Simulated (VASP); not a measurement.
# CsSc (P6/mmm) in VASP: further runs

The runs below take CsSc through single point, relaxation of cell and atoms, with PBE.

All numbers are computed with VASP 6.6.1; they aren't measurements. Logs are shortened: lines on timing, memory, paths and dates and some standing lists are left out, and cuts for length are marked.

## (1) The cell of the first run

Symmetry: P6/mmm, No. 191, hexagonal system. The conventional cell has a = 7.915 Å, b = 7.915 Å, c = 6.436 Å, α = 90.00°, β = 90.00°, γ = 120.00°. Within 5.2 Å of Cs (site symmetry mmm) lie 6 Sc at 3.95 to 3.96 Å and 4 Cs at 3.96 Å. Sc (site symmetry 6/mmm) has 6 Cs at 3.96 Å within 5.2 Å. Sc (site symmetry -6m2) has 6 Cs at 3.95 Å and 3 Sc at 4.57 Å within 5.2 Å.

## (2) Single point, PBE

INCAR reads:

```
PREC = Accurate ; ENCUT = 520
EDIFF = 1E-7 ; ISMEAR = 0
SIGMA = 0.1 ; LREAL = False
LASPH = True ; NELM = 100
ALGO = Fast ; ISIF = 2
LWAVE = False ; LCHARG = False
GGA = PE ; NBANDS = 39
```

KPOINTS reads:

```
Automatic mesh
0
Gamma
  3 3 4
```

POSCAR reads:

```
CsSc
1.0
    7.9150219379      0.0000000000      0.0000000000
   -3.9575109690      6.8546100697      0.0000000000
    0.0000000000      0.0000000000      6.4362564191
Cs Sc
3 3
Direct
    0.5000000000      0.0000000000      0.0000000000
    0.5000000000      0.5000000000      0.0000000000
    0.0000000000      0.5000000000      0.0000000000
    0.0000000000      0.0000000000      0.0000000000
    0.3333333333      0.6666666667      0.5000000000
    0.6666666667      0.3333333333      0.5000000000
```

Potentials or basis: VASP PAW PBE potentials, release 64 (Cs_sv, Sc_sv).

The run is started by

```sh
> cat potpaw_PBE.64/Cs_sv/POTCAR potpaw_PBE.64/Sc_sv/POTCAR > POTCAR
> mpirun -np 1 vasp_std > vasp.out
```

OUTCAR:

```text
PREC = Accurate
   ENCUT = 520
   EDIFF = 1E-7
   ISMEAR = 0
   LREAL = False
   LASPH = True
   NELM = 100
   ISIF = 2
   GGA = PE

 ion  position               nearest neighbor table
   1  0.500  0.000  0.000-
   2  0.500  0.500  0.000-
   3  0.000  0.500  0.000-
   4  0.000  0.000  0.000-
   5  0.333  0.667  0.500-
   6  0.667  0.333  0.500-

  LATTYP: Found a hexagonal cell.
 ALAT       =     7.9150219379
 C/A-ratio  =     0.8131697511

  Lattice vectors:

 A1 = (   7.9150219379,   0.0000000000,   0.0000000000)
 A2 = (  -3.9575109690,   6.8546100697,   0.0000000000)
 A3 = (   0.0000000000,   0.0000000000,   6.4362564191)

Analysis of symmetry for initial positions (statically):
=====================================================================
 Subroutine PRICEL returns:
 Original cell was already a primitive cell.

 Routine SETGRP: Setting up the symmetry group for a
 hexagonal supercell.

 Subroutine GETGRP returns: Found 24 space group operations
 (whereof 24 operations were pure point group operations)
 out of a pool of 24 trial point group operations.

The static configuration has the point symmetry D_6h.

Analysis of symmetry for dynamics (positions and initial velocities):
=====================================================================
 Subroutine PRICEL returns:
 Original cell was already a primitive cell.

 Routine SETGRP: Setting up the symmetry group for a
 hexagonal supercell.

 Subroutine GETGRP returns: Found 24 space group operations
 (whereof 24 operations were pure point group operations)
 out of a pool of 24 trial point group operations.

The dynamic configuration has the point symmetry D_6h.

 Subroutine INISYM returns: Found 24 space group operations
 (whereof 24 operations are pure point group operations),
 and found     1 'primitive' translations

----------------------------------------------------------------------------------------

                                     Primitive cell

  volume of cell :     349.1952

  direct lattice vectors                    reciprocal lattice vectors
     7.915021938  0.000000000  0.000000000     0.126342038  0.072943609  0.000000000
    -3.957510969  6.854610070  0.000000000     0.000000000  0.145887219  0.000000000
     0.000000000  0.000000000  6.436256419     0.000000000  0.000000000  0.155369820

  length of vectors
     7.915021938  7.915021938  6.436256419     0.145887219  0.145887219  0.155369820

  position of ions in fractional coordinates (direct lattice)
     0.500000000  0.000000000  0.000000000
     0.500000000  0.500000000  0.000000000
     1.000000000  0.500000000  0.000000000
     0.000000000  0.000000000  0.000000000
     0.333333333  0.666666667  0.500000000
     0.666666667  0.333333333  0.500000000

  ion indices of the primitive-cell ions
   primitive index   ion index
                 1           1
                 2           2
                 3           3
                 4           4
                 5           5
                 6           6

----------------------------------------------------------------------------------------

 KPOINTS: Automatic mesh

Automatic generation of k-mesh.
 Grid dimensions read from file:
 generate k-points for:    3    3    4

 Generating k-lattice:

  Cartesian coordinates                     Fractional coordinates (reciprocal lattice)
     0.042114013  0.024314536  0.000000000     0.333333333 -0.000000000  0.000000000
     0.000000000  0.048629073  0.000000000     0.000000000  0.333333333  0.000000000
     0.000000000  0.000000000  0.038842455     0.000000000  0.000000000  0.250000000

  Length of vectors
     0.048629073  0.048629073  0.038842455

  Shift w.r.t. Gamma in fractional coordinates (k-lattice)
     0.000000000  0.000000000  0.000000000

 Subroutine IBZKPT returns following result:
 ===========================================

 Found      9 irreducible k-points:

 Following reciprocal coordinates:
            Coordinates               Weight
  0.000000  0.000000  0.000000      1.000000
  0.333333  0.000000  0.000000      6.000000
  0.333333  0.333333  0.000000      2.000000
  0.000000  0.000000  0.250000      2.000000
  0.333333  0.000000  0.250000     12.000000
  0.333333  0.333333  0.250000      4.000000
  0.000000  0.000000  0.500000      1.000000
  0.333333  0.000000  0.500000      6.000000
  0.333333  0.333333  0.500000      2.000000
   k-points           NKPTS =      9   k-points in BZ     NKDIM =      9   number of bands    NBANDS=     39
   number of dos      NEDOS =    301   number of ions     NIONS =      6
   total plane-waves  NPLWV = 172800
   dimension x,y,z NGX =    60 NGY =   60 NGZ =   48
   dimension x,y,z NGXF=   120 NGYF=  120 NGZF=   96
   ions per type =               3   3
   NGX,Y,Z   is equivalent  to a cutoff of  12.60, 12.60, 12.40 a.u.
   NGXF,Y,Z  is equivalent  to a cutoff of  25.20, 25.20, 24.80 a.u.
 SYSTEM =  unknown system
   PREC   = accura    normal or accurate (medium, high low for compatibility)
   ISTART =      0    job   : 0-new  1-cont  2-samecut
   ICHARG =      2    charge: 1-file 2-atom 10-const
   ISPIN  =      1    spin polarized calculation?
   LNONCOLLINEAR =      F non collinear calculations
   LSORBIT =      F    spin-orbit coupling
   LASPH  =      T    aspherical Exc in radial PAW
   ENCUT  =  520.0 eV  38.22 Ry    6.18 a.u.  14.72 14.72 11.97*2*pi/ulx,y,z
   NELM   =    100;   NELMIN=  2; NELMDL= -5     # of ELM steps
   EDIFF  = 0.1E-06   stopping-criterion for ELM
   LREAL  =      F    real-space projection
   EDIFFG = 0.1E-05   stopping-criterion for IOM
   NSW    =      0    number of steps for IOM
   IBRION =     -1    ionic relax: 0-MD 1-quasi-New 2-CG
   NFREE  =      0    steps in history (QN), initial steepest desc. (CG)
   ISIF   =      2    stress and relaxation
   ISYM   =      2    0-nonsym 1-usesym 2-fastsym
   POTIM  = 0.5000    time-step for ionic-motion
   TEBEG  =    0.0;   TEEND  =   0.0 temperature during run
   PSTRESS=    0.0 pullay stress
   NELECT =      60.0000    total number of electrons
   NUPDOWN=      -1.0000    fix difference up-down
   EMIN   =  10.00;   EMAX   =-10.00  energy-range for DOS
   EFERMI =   0.00;   METHOD = LEGACY
   ISMEAR =     0;   SIGMA  =   0.10  broadening in eV -4-tet -1-fermi 0-gaus
   EFERMI_NEDOS =   21; number of points for ismear=-14 and -15
   IALGO  =     68    algorithm
   IMIX   =      4    mixing-type and parameters
     AMIX     =   0.40;   BMIX     =  1.00
     AMIX_MAG =   1.60;   BMIX_MAG =  1.00
  volume/ion in A,a.u.               =      58.20       392.75
  Fermi-wavevector in a.u.,A,eV,Ry     =   0.910128  1.719893 11.270156  0.828333
  Thomas-Fermi vector in A             =   2.034254
   LORBIT       =      0    0 simple, 1 ext, 2 COOP (PROOUT), +10 PAW based schemes
   GGA     = PE    functional components
   LHFCALC =     F    Hartree Fock is set to
   AEXX    =    0.0000 exact exchange contribution
   IVDW    =     0    specifies the selected vdW correction
   LEPSILON=     F    determine dielectric tensor
   LRPA    =     F    only Hartree local field effects (RPA)
 non-spin polarized calculation
 RMM-DIIS sequential band-by-band and
 Gauss-broadening in eV      SIGMA  =   0.10
  energy-cutoff  :      520.00
  volume of cell :      349.20
 maximum number of plane-waves:      9432
 NGX is ok and might be reduce to    60
   NGX = 29   NGY = 29   NGZ = 23

 number of electron      60.0000011 magnetization

 Free energy of the ion-electron system (eV)
  ---------------------------------------------------
  ext. energy  EPLUGINS =         0.00000000
  ---------------------------------------------------
  free energy    TOTEN  =       -11.79469619 eV

  energy without entropy =      -11.66365727  energy(sigma->0) =      -11.72917673

 E-fermi :   1.1984     XC(G=0):  -7.0850

 val. band max:        1.1951719614   @ k =   0.0000   0.0000   0.0000
 cond. band min:       1.2392338131   @ k =   0.3333   0.3333   0.5000
 fundamental gap:      0.0440618516
 Fermi energy:         1.1983540979

 k-point     1 :       0.0000    0.0000    0.0000
  band No.  band energies     occupation
      1     -49.9287      2.00000
      2     -49.8405      2.00000
      3     -49.8403      2.00000
      4     -28.5944      2.00000
      5     -28.5207      2.00000
      6     -28.5207      2.00000
[... 31 lines left out ...]
     38       1.6937      0.00000
     39       1.7457      0.00000

 k-point     2 :       0.3333    0.0000    0.0000
  band No.  band energies     occupation
      1     -49.9287      2.00000
      2     -49.8405      2.00000
      3     -49.8404      2.00000
      4     -28.5945      2.00000
      5     -28.5208      2.00000
      6     -28.5207      2.00000
[... 31 lines left out ...]
     38       1.6505      0.00000
     39       1.8982      0.00000

 k-point     3 :       0.3333    0.3333    0.0000
  band No.  band energies     occupation
      1     -49.9287      2.00000
      2     -49.8404      2.00000
      3     -49.8404      2.00000
      4     -28.5944      2.00000
      5     -28.5208      2.00000
      6     -28.5208      2.00000
[... 31 lines left out ...]
     38       1.6624      0.00000
     39       2.4005      0.00000

 k-point     4 :       0.0000    0.0000    0.2500
  band No.  band energies     occupation
      1     -49.9287      2.00000
      2     -49.8405      2.00000
      3     -49.8403      2.00000
      4     -28.5945      2.00000
      5     -28.5207      2.00000
      6     -28.5207      2.00000
[... 31 lines left out ...]
     38       1.6818      0.00000
     39       2.8184      0.00000
[... 124 lines left out ...]
     38       1.7976      0.00000
     39       1.8150      0.00000

 k-point     8 :       0.3333    0.0000    0.5000
  band No.  band energies     occupation
      1     -49.9287      2.00000
      2     -49.8405      2.00000
      3     -49.8404      2.00000
      4     -28.5945      2.00000
      5     -28.5208      2.00000
      6     -28.5207      2.00000
[... 31 lines left out ...]
     38       1.8031      0.00000
     39       1.8795      0.00000

 k-point     9 :       0.3333    0.3333    0.5000
  band No.  band energies     occupation
      1     -49.9287      2.00000
      2     -49.8404      2.00000
      3     -49.8404      2.00000
      4     -28.5945      2.00000
      5     -28.5208      2.00000
      6     -28.5208      2.00000
[... 31 lines left out ...]
     38       1.5676      0.00000
     39       1.8037      0.00000

------------------------ aborting loop because EDIFF is reached ----------------------------------------

  FORCE on cell =-STRESS in cart. coord.  units (eV):
  Direction    XX          YY          ZZ          XY          YZ          ZX
  --------------------------------------------------------------------------------------
  -------------------------------------------------------------------------------------
  Total        0.0531210      0.0531210      0.1332194     -0.0000000     -0.0000000      0.0000000
  in kB        0.2437300      0.2437300      0.6112373     -0.0000000     -0.0000000      0.0000000
  external PRESSURE =       0.3662324 kB  Pullay stress =       0.0000000 kB

 VOLUME and BASIS-vectors are now :
 -----------------------------------------------------------------------------
  energy-cutoff  :      520.00
  volume of cell :      349.20
      direct lattice vectors                 reciprocal lattice vectors
     7.915021938  0.000000000  0.000000000     0.126342038  0.072943609  0.000000000
    -3.957510969  6.854610070  0.000000000     0.000000000  0.145887219  0.000000000
     0.000000000  0.000000000  6.436256419     0.000000000  0.000000000  0.155369820

 POSITION                                       TOTAL-FORCE (eV/Angst)
 -----------------------------------------------------------------------------------
      3.95751      0.00000      0.00000         0.000000      0.000000      0.000000
      1.97876      3.42731      0.00000         0.000000      0.000000      0.000000
     -1.97876      3.42731      0.00000         0.000000      0.000000      0.000000
      0.00000      0.00000      0.00000         0.000000      0.000000      0.000000
     -0.00000      4.56974      3.21813        -0.000000      0.000000     -0.000000
      3.95751      2.28487      3.21813        -0.000000     -0.000000      0.000000
 -----------------------------------------------------------------------------------
    total drift:                                0.000000     -0.000000      0.000000

  FREE ENERGIE OF THE ION-ELECTRON SYSTEM (eV)
  ---------------------------------------------------
  free  energy   TOTEN  =       -11.7946961928 eV

  energy  without entropy=      -11.6636572733  energy(sigma->0) =      -11.72917673
```

It took 7.2 min on 1 thread of Intel Xeon 6975P-C (Granite Rapids), shared host; peak memory 0.47 GiB.

Results:

```
Free energy            : -11.7947 eV
Pressure               : 0.0 GPa
Band gap on the k mesh : zero (bands 30 and 31 overlap by 0.40 eV)
```

Caveat: spin-orbit coupling is left out, which moves the levels of the heavy elements.

## (3) Relaxation of cell and atoms, PBE

This run uses another cell than the first one, of 30.90 Å³/atom.

INCAR reads:

```
ALGO     = Normal         # electronic algorithm
EDIFF    = 1E-6           # SCF threshold, eV
EDIFFG   = -0.04          # ionic threshold
ENCUT    = 600            # plane-wave cutoff, eV
GGA      = PE             # functional
IBRION   = 2              # ionic algorithm
ISIF     = 3              # what is computed and relaxed
ISMEAR   = 0              # smearing method
LASPH    = True           # aspherical terms in the spheres
LCHARG   = False          # write CHGCAR
LREAL    = False          # projectors in reciprocal space
LWAVE    = False          # write WAVECAR
NELM     = 80             # most SCF steps
NSW      = 90             # ionic steps
PREC     = Accurate       # precision mode
SIGMA    = 0.1            # smearing width, eV
```

KPOINTS reads:

```
k-points
0
Gamma
  3 3 4
```

Changes to POSCAR since step 2:

```diff
@@ -2,5 +2,5 @@
 1.0
-    7.9150219379      0.0000000000      0.0000000000
-   -3.9575109690      6.8546100697      0.0000000000
-    0.0000000000      0.0000000000      6.4362564191
+    6.4262069464      0.0000000000      0.0000000000
+   -3.2131034732      5.5652584656      0.0000000000
+    0.0000000000      0.0000000000      5.1847806045
 Cs Sc
```

Potentials or basis: VASP PAW PBE potentials, release 64 (Cs_sv, Sc_sv).

The run is started by

```sh
> cat potpaw_PBE.64/Cs_sv/POTCAR potpaw_PBE.64/Sc_sv/POTCAR > POTCAR
> mpirun -np 1 vasp_std > vasp.out
```

It took 8 min on 1 thread of Intel Xeon 6975P-C (Granite Rapids), shared host; peak memory 0.38 GiB.

The run converged. Its results:

```yaml
Free_energy: -11.7629 eV
Relaxed_volume: 59.09 Å³/atom
Relaxed_cell: a = 7.996 Å, b = 7.996 Å, c = 6.403 Å, α = 90.00°, β = 90.00°, γ = 120.00°
Space_group_after_relaxing_to_0.1_Å: P6/mmm (No. 191)
Energy_gained_by_relaxing: 362.9 meV/atom
Ionic_steps: 8
Pressure_after_relaxing: 0.0 GPa
Band_gap_on_the_k_mesh: zero (bands 30 and 31 overlap by 0.38 eV)
```

Stress tensor (GPa, compression positive):
```
-0.10  0.00  0.00
 0.00 -0.10  0.00
 0.00  0.00  0.07
```

Step by step:
```
step  energy change (eV)  largest force (eV/Å)  pressure (GPa)  volume (Å³)
   1              0.0000                0.0000            7.20       185.43
   2             -1.2021                0.0000            3.19       225.23
   3             -1.9181                0.0000            1.34       277.75
   4             -2.0912                0.0000           -0.45       406.06
   5             -2.1733                0.0000           -0.10       359.91
   6             -2.1761                0.0000            0.02       350.33
   7             -2.1757                0.0000           -0.04       354.36
   8             -2.1774                0.0000           -0.04       354.56
```

Final structure:
```
Cs Sc
1.0
     7.99611    0.00000    0.00000
    -3.99806    6.92484    0.00000
     0.00000    0.00000    6.40325
Cs Sc
3 3
Cartesian
  0.0000 6.9248 0.0000
  1.9990 3.4624 0.0000
  -1.9990 3.4624 6.4033
  0.0000 0.0000 6.4033
  0.0000 4.6166 3.2016
  3.9981 2.3083 3.2016
```

Levels at points of the mesh, in eV from the Fermi level:
| k point | band 26 | band 27 | band 28 | band 29 | band 30 | band 31 | band 32 | band 33 | band 34 | band 35 |
| --- | --- | --- | --- | --- | --- | --- | --- | --- | --- | --- |
| (0.00, 0.00, 0.00) | -1.30 | -0.39 | -0.24 | -0.24 | 0.01 | 0.01 | 0.06 | 0.06 | 0.14 | 0.33 |
| (0.00, 0.00, 0.50) | -1.48 | -1.15 | -0.24 | -0.24 | -0.24 | -0.24 | -0.20 | 0.30 | 0.36 | 0.37 |

Caveat: the k points lie up to 0.30 Å⁻¹ apart in the final cell; the volume moved by over 15 % at a fixed basis, so the end points are rough; spin-orbit coupling is left out, which moves the levels of the heavy elements.
